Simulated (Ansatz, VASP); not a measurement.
# One calculation of KTaO3, two programs

INCAR

```
SYSTEM = KTaO3
ALGO = Normal ; EDIFF = 1E-7
ENCUT = 520 ; GGA = PS
ISIF = 2 ; ISMEAR = 0
LASPH = .TRUE. ; LCHARG = .FALSE.
LREAL = .FALSE. ; LWAVE = .FALSE.
NBANDS = 27 ; NELM = 100
PREC = Accurate ; SIGMA = 0.05
```

The input KPOINTS:

```
k-points
0
G
  8 8 8
  0 0 0
```

Contents of POSCAR:

```
KTaO3
1.0
    4.1488152945      0.0000000000      0.0000000000
    0.0000000000      4.1488152945      0.0000000000
    0.0000000000      0.0000000000      3.6775098770
K Ta O
1 1 3
Direct
    0.5000000000      0.5000000000      0.5000000000
    0.0000000000      0.0000000000      0.0000000000
    0.5000000000      0.0000000000      0.0000000000
    0.0000000000      0.5000000000      0.0000000000
    0.0000000000      0.0000000000      0.5000000000
```

Input for Ansatz:

```yaml
crystal:
  lattice:
    - [4.1488152945, 0.0, 0.0]
    - [0.0, 4.1488152945, 0.0]
    - [0.0, 0.0, 3.677509877]
  atoms:
    - { symbol: K, position: [0.5, 0.5, 0.5] }
    - { symbol: Ta, position: [0.0, 0.0, 0.0] }
    - { symbol: O, position: [0.5, 0.0, 0.0] }
    - { symbol: O, position: [0.0, 0.5, 0.0] }
    - { symbol: O, position: [0.0, 0.0, 0.5] }
basis:
  ecutwfc: 520.0
kpoints:
  mp_grid: { grid: [8, 8, 8] }
hamiltonian:
  xc: pbesol
  pseudopotentials: { kind: paw }
scf:
  occupations: { method: gaussian, width: 0.05 }
output:
  forces: true
  stress: true
  eigenvalues: true
  write_density: true
  write_potential: true
  elf: true
  volumetric_format: npy
```

Alike in both runs: task single point; functional PBEsol; k mesh 8 × 8 × 8; occupations gaussian, width 0.05 eV; no spin polarisation.

|  | VASP | Ansatz |
| --- | --- | --- |
| version | VASP 6.6.1 | Ansatz 0.2.0 |
| potentials or method | VASP PAW PBE potentials, release 64 (K_sv, Ta_pv, O), cutoff 520 eV | scalar-relativistic, plane waves, PAW |
| valence electrons in the cell | 38 | 40 |

|  | VASP | Ansatz | Ansatz less VASP |
| --- | --- | --- | --- |
| gap on the k mesh at the Fermi level (eV) | 1.86 | 1.90 | +0.043 |
| least direct gap on the mesh (eV) | 2.36 | 2.40 | +0.048 |
| pressure (GPa) | 6.8 | 5.9 | -0.86 |
| traceless stress, the component that is largest in VASP (GPa) | 37.54 | 36.86 | -0.676 |

VASP's potentials were made for PBE, not for PBEsol. VASP's potentials hold 38 valence electrons a cell and Ansatz's 40, so a difference there can come from the potentials and not from the codes.

Spin-orbit coupling is off throughout.
